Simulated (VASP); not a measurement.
Runs of VASP 6.6.1 on Pt. The structure is that of space group I4/mmm (No. 139), or close to it. The cells are those of the table. 

```tsv
cell	further INCAR settings	gap on the mesh (eV)	pressure (GPa)
a = 2.942, b = 2.942, c = 2.537 Å, angles 64.5, 64.5, 51.1°, 1 atom	ALGO = Fast; EDIFF = 1e-06; NBANDS = 11	none	12.7
a = 2.735, b = 2.735, c = 2.847 Å, angles 58.6, 58.6, 62.7°, 1 atom	ALGO = Fast; EDIFF = 1e-07; NBANDS = 11	none	(b)
a = 2.878, b = 2.878, c = 2.606 Å, angles 63.1, 63.1, 53.8°, 1 atom	ALGO = Fast; EDIFF = 1e-06; NBANDS = 11	none	(a)
a = 3.083, b = 3.083, c = 2.419 Å, angles 66.9, 66.9, 46.2°, 1 atom	ALGO = Fast; EDIFF = 1e-07; NBANDS = 11	none	35.2
a = 2.820, b = 2.820, c = 2.682 Å, angles 61.6, 61.6, 56.8°, 1 atom	ALGO = Fast; EDIFF = 1e-06; NBANDS = 11	none	1.5
```

Alike in all rows: task single point; level PBEsol; potentials or basis VASP PAW PBE potentials, release 64 (Pt); no spin polarisation; k mesh 24 × 24 × 24; cutoff (eV) 520; smearing gaussian 0.15 eV.

Q: Fill in the values left out.

A: (a) 5.6; (b) 0.8.

Caveats: the PAW data sets were made with another functional, which shifts forces and pressure a little; spin-orbit coupling is left out, which moves the levels of the heavy elements; the cell stands under pressure (at least some runs).

A k mesh can miss the band edges, and the runs leave out spin-orbit coupling on Pt.

A gap of «none» marks levels without a gap at the run's occupations.
